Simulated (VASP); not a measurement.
# GaP (zincblende type) (F-43m) in VASP: a series of runs, part 2 of 2

VASP 6.6.1.

### Step 3. Electric field gradients, PBE (volume scaled by 0.97)

File INCAR:

```
SYSTEM = GaP
PREC = Accurate ; ENCUT = 520
EDIFF = 1E-8 ; ISMEAR = -1
SIGMA = 0.03 ; LREAL = .FALSE.
LASPH = .TRUE. ; NELM = 80
ALGO = Normal ; ISIF = 2
LWAVE = .FALSE. ; LCHARG = .FALSE.
GGA = PE ; LEFG = .TRUE.
NBANDS = 16
```

File KPOINTS:

```
Automatic mesh
0
G
  13 13 13
  0 0 0
```

File POSCAR:

```
GaP
1.0
    0.0000000000      2.7251991465      2.7251991465
    2.7251991465      0.0000000000      2.7251991465
    2.7251991465      2.7251991465      0.0000000000
Ga P
1 1
Direct
    0.0000000000      0.0000000000      0.0000000000
    0.2500000000      0.2500000000      0.2500000000
```

Potentials or basis: VASP PAW PBE potentials, release 64 (Ga_d, P).

The run is started by

```console
$ cat potpaw_PBE.64/Ga_d/POTCAR potpaw_PBE.64/P/POTCAR > POTCAR
$ mpirun -np 1 vasp_std > vasp.out
```

OUTCAR:

```text
SYSTEM = GaP
   PREC = Accurate
   ENCUT = 520
   EDIFF = 1E-8
   ISMEAR = -1
   LREAL = .FALSE.
   LASPH = .TRUE.
   NELM = 80
   ISIF = 2
   GGA = PE

 ion  position               nearest neighbor table
   1  0.000  0.000  0.000-   2 2.36   2 2.36   2 2.36   2 2.36
   2  0.250  0.250  0.250-   1 2.36   1 2.36   1 2.36   1 2.36

  LATTYP: Found a face centered cubic cell.
 ALAT       =     5.4503982930

  Lattice vectors:

 A1 = (   0.0000000000,   2.7251991465,   2.7251991465)
 A2 = (   2.7251991465,   0.0000000000,   2.7251991465)
 A3 = (   2.7251991465,   2.7251991465,   0.0000000000)

Analysis of symmetry for initial positions (statically):
=====================================================================
 Subroutine PRICEL returns:
 Original cell was already a primitive cell.

 Routine SETGRP: Setting up the symmetry group for a
 face centered cubic supercell.

 Subroutine GETGRP returns: Found 24 space group operations
 (whereof 24 operations were pure point group operations)
 out of a pool of 48 trial point group operations.

The static configuration has the point symmetry T_d .

Analysis of symmetry for dynamics (positions and initial velocities):
=====================================================================
 Subroutine PRICEL returns:
 Original cell was already a primitive cell.

 Routine SETGRP: Setting up the symmetry group for a
 face centered cubic supercell.

 Subroutine GETGRP returns: Found 24 space group operations
 (whereof 24 operations were pure point group operations)
 out of a pool of 48 trial point group operations.

The dynamic configuration has the point symmetry T_d .

 Subroutine INISYM returns: Found 24 space group operations
 (whereof 24 operations are pure point group operations),
 and found     1 'primitive' translations

----------------------------------------------------------------------------------------

                                     Primitive cell

  volume of cell :      40.4785

  direct lattice vectors                    reciprocal lattice vectors
     0.000000000  2.725199147  2.725199147    -0.183472830  0.183472830  0.183472830
     2.725199147  0.000000000  2.725199147     0.183472830 -0.183472830  0.183472830
     2.725199147  2.725199147  0.000000000     0.183472830  0.183472830 -0.183472830

  length of vectors
     3.854013593  3.854013593  3.854013593     0.317784264  0.317784264  0.317784264

  position of ions in fractional coordinates (direct lattice)
     0.000000000  0.000000000  0.000000000
     0.250000000  0.250000000  0.250000000

  ion indices of the primitive-cell ions
   primitive index   ion index
                 1           1
                 2           2

----------------------------------------------------------------------------------------

 KPOINTS: Automatic mesh

Automatic generation of k-mesh.
 Grid dimensions read from file:
 generate k-points for:   13   13   13

 Generating k-lattice:

  Cartesian coordinates                     Fractional coordinates (reciprocal lattice)
[... 59 lines left out ...]
   NELM   =     80;   NELMIN=  2; NELMDL= -5     # of ELM steps
   EDIFF  = 0.1E-07   stopping-criterion for ELM
   LREAL  =      F    real-space projection
   EDIFFG = 0.1E-06   stopping-criterion for IOM
   NSW    =      0    number of steps for IOM
   IBRION =     -1    ionic relax: 0-MD 1-quasi-New 2-CG
   NFREE  =      0    steps in history (QN), initial steepest desc. (CG)
   ISIF   =      2    stress and relaxation
   ISYM   =      2    0-nonsym 1-usesym 2-fastsym
   POTIM  = 0.5000    time-step for ionic-motion
   TEBEG  =    0.0;   TEEND  =   0.0 temperature during run
   PSTRESS=    0.0 pullay stress
   NELECT =      18.0000    total number of electrons
   NUPDOWN=      -1.0000    fix difference up-down
   EMIN   =  10.00;   EMAX   =-10.00  energy-range for DOS
   EFERMI =   0.00;   METHOD = LEGACY
   ISMEAR =    -1;   SIGMA  =   0.03  broadening in eV -4-tet -1-fermi 0-gaus
   EFERMI_NEDOS =   21; number of points for ismear=-14 and -15
   IALGO  =     38    algorithm
   IMIX   =      4    mixing-type and parameters
     AMIX     =   0.40;   BMIX     =  1.00
     AMIX_MAG =   1.60;   BMIX_MAG =  1.00
  volume/ion in A,a.u.               =      20.24       136.58
  Fermi-wavevector in a.u.,A,eV,Ry     =   1.249561  2.361328 21.244170  1.561402
  Thomas-Fermi vector in A             =   2.383596
   LORBIT       =      0    0 simple, 1 ext, 2 COOP (PROOUT), +10 PAW based schemes
   GGA     = PE    functional components
[... 5 lines left out ...]
 non-spin polarized calculation
  energy-cutoff  :      520.00
  volume of cell :       40.48
 maximum number of plane-waves:      1105
 NGX is ok and might be reduce to    30
   NGX = 15   NGY = 15   NGZ = 15

 number of electron      17.9999989 magnetization

 Free energy of the ion-electron system (eV)
  ---------------------------------------------------
  ext. energy  EPLUGINS =         0.00000000
  ---------------------------------------------------
  free energy    TOTEN  =        -9.11848611 eV

  energy without entropy =       -9.11848611  energy(sigma->0) =       -9.11848611

 E-fermi :   5.1835     XC(G=0):  -9.8337

 val. band max:        4.6515398918   @ k =   0.0000   0.0000   0.0000
 cond. band min:       6.2669086239   @ k =   0.4615   0.4615   0.0000
 fundamental gap:      1.6153687322
 Fermi energy:         5.1834509666

 k-point     1 :       0.0000    0.0000    0.0000
  band No.  band energies     occupation
      1      -9.8979      2.00000
      2      -9.8979      2.00000
      3      -9.8979      2.00000
      4      -9.7982      2.00000
      5      -9.7982      2.00000
      6      -7.8403      2.00000
[... 433 lines left out ...]
      3      -9.8638      2.00000
      4      -9.8029      2.00000
      5      -9.7880      2.00000
      6      -5.8270      2.00000
[... 8 lines left out ...]
     15      16.4969      0.00000
     16      16.5149      0.00000

 [... further k-points ...]
[... 5 lines left out ...]
  --------------------------------------------------------------------------------------
  -------------------------------------------------------------------------------------
  Total        0.6282078      0.6282078      0.6282078      0.0000000      0.0000000     -0.0000000
  in kB       24.8650390     24.8650390     24.8650390      0.0000000      0.0000000     -0.0000000
  external PRESSURE =      24.8650390 kB  Pullay stress =       0.0000000 kB

 VOLUME and BASIS-vectors are now :
 -----------------------------------------------------------------------------
  energy-cutoff  :      520.00
  volume of cell :       40.48
      direct lattice vectors                 reciprocal lattice vectors
     0.000000000  2.725199147  2.725199147    -0.183472830  0.183472830  0.183472830
     2.725199147  0.000000000  2.725199147     0.183472830 -0.183472830  0.183472830
     2.725199147  2.725199147  0.000000000     0.183472830  0.183472830 -0.183472830

 POSITION                                       TOTAL-FORCE (eV/Angst)
 -----------------------------------------------------------------------------------
      0.00000      0.00000      0.00000         0.000000      0.000000      0.000000
      1.36260      1.36260      1.36260        -0.000000     -0.000000     -0.000000
 -----------------------------------------------------------------------------------
    total drift:                                0.000002      0.000002      0.000002

  FREE ENERGIE OF THE ION-ELECTRON SYSTEM (eV)
  ---------------------------------------------------
  free  energy   TOTEN  =        -9.1184861111 eV

  energy  without entropy=       -9.1184861110  energy(sigma->0) =       -9.11848611

 Electric field gradients (V/A^2)
---------------------------------------------------------------------
 ion       V_xx      V_yy      V_zz      V_xy      V_xz      V_yz
---------------------------------------------------------------------
   1      -0.000    -0.000    -0.000    -0.001    -0.001    -0.001
   2       0.000    -0.000    -0.000    -0.000    -0.000    -0.000
---------------------------------------------------------------------

 Electric field gradients after diagonalization (V/A^2)
 (convention: |V_zz| > |V_xx| > |V_yy|)
----------------------------------------------------------------------
 ion       V_xx      V_yy      V_zz     asymmetry (V_yy - V_xx)/ V_zz
----------------------------------------------------------------------
   1       0.001     0.001    -0.002       0.000
   2       0.000     0.000    -0.000       0.000
----------------------------------------------------------------------

           NMR quadrupolar parameters

 Cq : quadrupolar parameter    Cq=e*Q*V_zz/h
 eta: asymmetry parameters     (V_yy - V_xx)/ V_zz
 Q  : nuclear electric quadrupole moment in mb (millibarn)
----------------------------------------------------------------------
 ion       Cq(MHz)       eta       Q (mb)
----------------------------------------------------------------------
   1      -0.000       0.000       1.000
   2      -0.000       0.000       1.000
----------------------------------------------------------------------
```

OSZICAR:

```text
N       E                     dE             d eps       ncg     rms          rms(c)
DAV:   1     0.824669573669E+02    0.82467E+02   -0.90852E+03  2776   0.163E+03
DAV:   2    -0.293825952290E+01   -0.85405E+02   -0.80976E+02  3104   0.318E+02
DAV:   3    -0.928104731764E+01   -0.63428E+01   -0.63219E+01  3320   0.658E+01
DAV:   4    -0.938499954722E+01   -0.10395E+00   -0.10393E+00  3432   0.917E+00
DAV:   5    -0.938698633950E+01   -0.19868E-02   -0.19867E-02  3352   0.111E+00    0.425E+00
DAV:   6    -0.914470472982E+01    0.24228E+00   -0.37669E-01  4176   0.105E+01    0.281E+00
DAV:   7    -0.911766069059E+01    0.27044E-01   -0.95036E-02  3504   0.207E+00    0.112E+00
DAV:   8    -0.911794936507E+01   -0.28867E-03   -0.13293E-02  3176   0.140E+00    0.198E-01
DAV:   9    -0.911834574690E+01   -0.39638E-03   -0.13176E-03  3408   0.498E-01    0.796E-02
DAV:  10    -0.911841588103E+01   -0.70134E-04   -0.11132E-04  4168   0.116E-01    0.386E-02
DAV:  11    -0.911848610531E+01   -0.70224E-04   -0.95077E-05  3080   0.794E-02    0.498E-03
DAV:  12    -0.911848578403E+01    0.32127E-06   -0.26214E-06  3360   0.207E-02    0.314E-03
DAV:  13    -0.911848607590E+01   -0.29187E-06   -0.81273E-07  3528   0.743E-03    0.194E-03
DAV:  14    -0.911848610541E+01   -0.29507E-07   -0.28922E-08  3432   0.123E-03    0.163E-03
DAV:  15    -0.911848611106E+01   -0.56498E-08   -0.21676E-09  2744   0.362E-04
   1 F= -.91184861E+01 E0= -.91184861E+01  d E =-.450676E-10
```

stdout:

```text
POSCAR found type information on POSCAR GaP
 POSCAR found :  2 types and       2 ions
 scaLAPACK will be used
 LDA part: xc-table for (Slater+PW92), standard interpolation
 POSCAR, INCAR and KPOINTS ok, starting setup
 FFT: planning ... GRIDC
 FFT: planning ... GRID_SOFT
 FFT: planning ... GRID
 WAVECAR not read
 entering main loop
ion   1

ion   2
```

It took 1.7 min on 1 thread of AMD EPYC 7R13, shared host; peak memory 0.17 GiB.

Results:

```
Free energy            : -9.1185 eV
Pressure               : 2.5 GPa
Band gap on the k mesh : 1.62 eV, indirect (least direct gap 1.83 eV)
```

Levels at points of the mesh, in eV from the valence-band top:
```
           k point  band 6  band 7  band 8  band 9  band 10  band 11  band 12  band 13
(0.00, 0.00, 0.00)  -12.49    0.00    0.00    0.00     1.83     3.89     3.89     3.89
```

Caveat: without QUAD_EFG the Cq values of the log hold for a quadrupole moment of 1 mb, not for the nuclei. A k mesh can miss the band edges.
